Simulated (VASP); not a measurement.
# Si48H18O in VASP: notebook, part 2 of 2

VASP 6.6.1.

**3. Single point, PBE**

INCAR reads:

```
SYSTEM = Si48H18O
ALGO = Normal
EDIFF = 1E-6
ENCUT = 520
GGA = PE
GGA_COMPAT = .False.
ISIF = 2
ISMEAR = 0
LASPH = .True.
LCHARG = .False.
LREAL = Auto
LWAVE = .False.
NBANDS = 147
NELM = 120
NELMDL = -8
PREC = Accurate
SIGMA = 0.03
```

KPOINTS reads:

```
k-points
0
Gamma
  1 1 1
  0 0 0
```

POSCAR reads:

```
Si48H18O
1.0
    7.6805938572      7.6805938572      0.0000000000
   -7.6805938572      7.6805938572      0.0000000000
    0.0000000000      0.0000000000     23.4276500000
Si H O
48 18 1
Direct
    0.6859641000      0.3132614700      0.4096694500
    0.8148365100      0.6818428300      0.4097462500
    0.0504237400      0.9500410100      0.4291594000
    0.3178346300      0.1848041600      0.4096472200
    0.9627118700      0.5392797900      0.4386767500
    0.2090121200      0.7917252100      0.4277248900
    0.4597850200      0.0352516300      0.4388312600
    0.5403036300      0.4597354700      0.4392458100
    0.8749719000      0.3892834600      0.3772778800
    0.8842184000      0.8719641300      0.3761545200
    0.1279382700      0.1157344600      0.3756930800
    0.3884999500      0.3757995300      0.3777758200
    0.1145475300      0.6286785200      0.3779747700
    0.3703914000      0.8858937500      0.3765174600
    0.6102463500      0.1238001500      0.3777829200
    0.6239094100      0.6115186100      0.3775395100
   -0.0009563900      0.2513883300      0.3239210800
    0.0040321900      0.7497339000      0.3127862200
    0.2501717800     -0.0027907000      0.3118262300
    0.4992720400      0.2495255200      0.3125935900
    0.2492471500      0.5002786000      0.3250429600
    0.4997235900      0.7507923100      0.3246765500
    0.7486057700      0.0005946500      0.3241131800
    0.7498366000      0.5008500000      0.3123442300
    0.8730937500      0.1266071700      0.2645771800
    0.8776364700      0.6250006100      0.2572103200
    0.1239141200      0.8759035300      0.2554680600
    0.3754787800      0.1231664700      0.2566718700
    0.1268210500      0.3738382700      0.2644936800
    0.3734363100      0.6263837000      0.2650411600
    0.6264816300      0.8730654100      0.2643947100
    0.6229614800      0.3766059900      0.2566356900
    0.7507876200      0.2490977400      0.2025712200
    0.7494261500      0.7509819000      0.2026023300
   -0.0040878800      0.0039197200      0.2024881400
    0.2488308700      0.2510982800      0.2025028600
    0.0034961500      0.4969157300      0.2028092100
    0.2518499000      0.7481153700      0.2022462600
    0.5033103000     -0.0036263200      0.2027226200
    0.4958126200      0.5040091300      0.2027168600
    0.8750000000      0.3750000000      0.1455075500
    0.8750000000      0.8750000000      0.1455075500
    0.1250000000      0.1250000000      0.1455075500
    0.3750000000      0.3750000000      0.1455075500
    0.1250000000      0.6250000000      0.1455075500
    0.3750000000      0.8750000000      0.1455075500
    0.6250000000      0.1250000000      0.1455075500
    0.6250000000      0.6250000000      0.1455075500
    0.9516281900      0.2983718100      0.1067115100
    0.7983718100      0.4516281900      0.1067115100
    0.9516281900      0.7983718100      0.1067115100
    0.7983718100      0.9516281900      0.1067115100
    0.2016281900      0.0483718100      0.1067115100
    0.0483718100      0.2016281900      0.1067115100
    0.4516281900      0.2983718100      0.1067115100
    0.2983718100      0.4516281900      0.1067115100
    0.2016281900      0.5483718100      0.1067115100
    0.0483718100      0.7016281900      0.1067115100
    0.4516281900      0.7983718100      0.1067115100
    0.2983718100      0.9516281900      0.1067115100
    0.7016281900      0.0483718100      0.1067115100
    0.5483718100      0.2016281900      0.1067115100
    0.7016281900      0.5483718100      0.1067115100
    0.5483718100      0.7016281900      0.1067115100
    0.3059129300      0.8027154500      0.5127844200
    0.0138126900      0.9878215200      0.4884629000
    0.2487138600      0.7476887900      0.4937629500
```

Potentials or basis: VASP PAW PBE potentials, release 64 (Si, H, O).

On the command line:

```
$ cat potpaw_PBE.64/Si/POTCAR potpaw_PBE.64/H/POTCAR potpaw_PBE.64/O/POTCAR > POTCAR
$ mpirun -np 1 vasp_gam > vasp.out
```

It took 36 min on 1 thread of Oxide Virtual Turin-like, shared host; peak memory 2 GiB.

Results (log left out):

```
Free energy   : -316.2757 eV
Largest force : 0.372 eV/Å
```

Forces on the atoms (eV/Å):
```
Si  -0.117 -0.005 -0.083
Si   0.118 -0.013 -0.108
Si   0.006 -0.003  0.085
Si   0.124  0.019 -0.088
Si  -0.048 -0.006  0.069
Si  -0.043 -0.032  0.025
Si  -0.065  0.006  0.077
Si   0.049 -0.006  0.074
Si  -0.048 -0.021  0.089
Si   0.020 -0.029  0.081
Si   0.005  0.047  0.072
Si   0.044 -0.032  0.097
Si  -0.023 -0.025  0.082
Si  -0.019  0.023  0.058
Si  -0.038  0.027  0.102
Si   0.048  0.026  0.094
Si   0.002  0.004  0.032
Si  -0.031 -0.061  0.090
Si  -0.026  0.044  0.088
Si  -0.006 -0.001  0.158
Si  -0.001 -0.004  0.022
Si   0.003  0.002  0.022
Si   0.002 -0.001  0.028
Si  -0.001  0.011  0.165
Si   0.004  0.001 -0.005
Si  -0.004 -0.006 -0.029
Si  -0.003  0.006 -0.028
Si  -0.003 -0.011 -0.016
Si   0.000  0.002 -0.005
Si   0.001  0.000 -0.010
Si   0.000 -0.001 -0.006
Si   0.002  0.007 -0.033
Si   0.007 -0.002 -0.049
Si  -0.011  0.003 -0.050
Si  -0.006  0.000 -0.050
Si  -0.015  0.001 -0.052
Si   0.010  0.001 -0.049
Si   0.007  0.000 -0.048
Si   0.012  0.002 -0.051
Si   0.001 -0.001 -0.048
Si   0.268  0.024 -0.104
Si  -0.316 -0.021 -0.185
Si  -0.319  0.012 -0.165
Si  -0.300 -0.003 -0.150
Si   0.318 -0.004 -0.183
Si   0.324 -0.004 -0.184
Si   0.282 -0.022 -0.129
Si  -0.273  0.010 -0.112
H   -0.284 -0.019 -0.019
H    0.262  0.020  0.064
H   -0.262  0.036  0.066
H    0.290 -0.033 -0.031
H   -0.262 -0.033  0.068
H    0.290  0.029 -0.032
H   -0.261  0.027  0.066
H    0.295 -0.033 -0.023
H   -0.297  0.011 -0.034
H    0.264 -0.018  0.062
H   -0.299 -0.012 -0.036
H    0.264  0.019  0.063
H   -0.285  0.021 -0.023
H    0.262 -0.021  0.064
H   -0.262 -0.031  0.064
H    0.294  0.038 -0.015
H    0.032  0.103  0.125
H    0.003  0.000 -0.003
O    0.014 -0.069 -0.016
```

Levels at points of the mesh, in eV from the Fermi level:
```tsv
k point	band 106	band 107	band 108	band 109	band 110	band 111
(0.00, 0.00, 0.00)	-0.39	-0.25	-0.15	0.34	1.00	1.08
```

Caveat: the k points lie up to 0.58 Å⁻¹ apart; there is no dipole correction, which matters where the two faces differ.

**4. Single point, RPBE**

INCAR reads:

```
SYSTEM = Si48H18O
  PREC = Accurate
  ENCUT = 520
  EDIFF = 1E-6
  ISMEAR = 0
  SIGMA = 0.03
  LREAL = Auto
  LASPH = .True.
  NELM = 120
  ALGO = Normal
  ISIF = 2
  LWAVE = .False.
  LCHARG = .False.
  GGA = RP
  NBANDS = 147
  GGA_COMPAT = .False.
  NELMDL = -8
```

KPOINTS reads:

```
regular mesh
0
Gamma
  1 1 1
  0 0 0
```

POSCAR is that of step 3.

On the command line:

```
$ cat potpaw_PBE.64/Si/POTCAR potpaw_PBE.64/H/POTCAR potpaw_PBE.64/O/POTCAR > POTCAR
$ mpirun -np 1 vasp_gam > vasp.out
```

Wall time 38 min (1 thread of Oxide Virtual Turin-like, shared host); peak memory 2 GiB.

It converged, with:

| Quantity | Value |
| --- | --- |
| Free energy | -305.2272 eV |
| Largest force | 0.433 eV/Å |

Forces on the atoms (eV/Å):
```
Si  -0.094 -0.004 -0.032
Si   0.098 -0.017 -0.054
Si  -0.015 -0.003  0.155
Si   0.106  0.024 -0.034
Si  -0.005 -0.013  0.197
Si  -0.086 -0.022 -0.048
Si  -0.025  0.017  0.199
Si   0.012 -0.005  0.209
Si  -0.026 -0.023  0.123
Si  -0.011 -0.032  0.108
Si  -0.025  0.051  0.098
Si   0.022 -0.031  0.127
Si  -0.010 -0.033  0.095
Si  -0.006  0.031  0.072
Si  -0.016  0.028  0.134
Si   0.026  0.026  0.125
Si   0.002  0.004  0.043
Si  -0.030 -0.066  0.105
Si  -0.026  0.049  0.104
Si  -0.006  0.001  0.176
Si   0.000 -0.007  0.029
Si   0.005  0.005  0.030
Si   0.001 -0.001  0.040
Si  -0.001  0.009  0.181
Si   0.005  0.001 -0.007
Si  -0.004 -0.008 -0.035
Si  -0.009  0.005 -0.036
Si  -0.004 -0.009 -0.022
Si  -0.001  0.004 -0.008
Si   0.002 -0.001 -0.012
Si  -0.001 -0.003 -0.008
Si  -0.001  0.007 -0.039
Si   0.013 -0.001 -0.047
Si  -0.018  0.001 -0.049
Si  -0.010  0.001 -0.049
Si  -0.022  0.002 -0.051
Si   0.016  0.000 -0.050
Si   0.015  0.000 -0.046
Si   0.019  0.003 -0.052
Si  -0.003  0.000 -0.049
Si   0.268  0.026 -0.208
Si  -0.316 -0.020 -0.289
Si  -0.319  0.011 -0.270
Si  -0.300 -0.001 -0.255
Si   0.318 -0.006 -0.288
Si   0.323 -0.002 -0.288
Si   0.281 -0.024 -0.233
Si  -0.273  0.008 -0.217
H   -0.330 -0.019 -0.034
H    0.308  0.020  0.050
H   -0.307  0.036  0.052
H    0.336 -0.033 -0.047
H   -0.308 -0.033  0.054
H    0.336  0.029 -0.047
H   -0.306  0.028  0.052
H    0.341 -0.033 -0.039
H   -0.342  0.011 -0.050
H    0.309 -0.019  0.048
H   -0.345 -0.012 -0.051
H    0.310  0.019  0.049
H   -0.331  0.021 -0.038
H    0.307 -0.022  0.050
H   -0.308 -0.031  0.050
H    0.339  0.038 -0.031
H    0.030  0.081  0.120
H   -0.012  0.000  0.035
O    0.102 -0.062  0.207
```

Levels at points of the mesh, in eV from the Fermi level:
```
           k point  band 105  band 106  band 107  band 108  band 109  band 110  band 111  band 112
(0.00, 0.00, 0.00)     -0.53     -0.41     -0.26     -0.16      0.35      1.01      1.10      1.14
```

Caveat: the k points lie up to 0.58 Å⁻¹ apart; there is no dipole correction, which matters where the two faces differ; the PAW data sets were made with another functional, which shifts forces and pressure a little.

**5. Overview**

| level | largest force (eV/Å) |
| --- | --- |
| PBE+D3(BJ) | 0.34 |
| PBE | 0.37 |
| RPBE | 0.43 |

Alike in all rows: task single point; potentials or basis VASP PAW PBE potentials, release 64 (Si, H, O); no spin polarisation; cell as given; k mesh 1 × 1 × 1; cutoff (eV) 520; smearing gaussian 0.03 eV.

Caveats: all runs use coarse meshes; there is no dipole correction, which matters where the two faces differ; the PAW data sets were made with another functional, which shifts forces and pressure a little (at least some runs).

Total energies depend on the potentials used, so only differences within one code and one set of settings carry meaning.
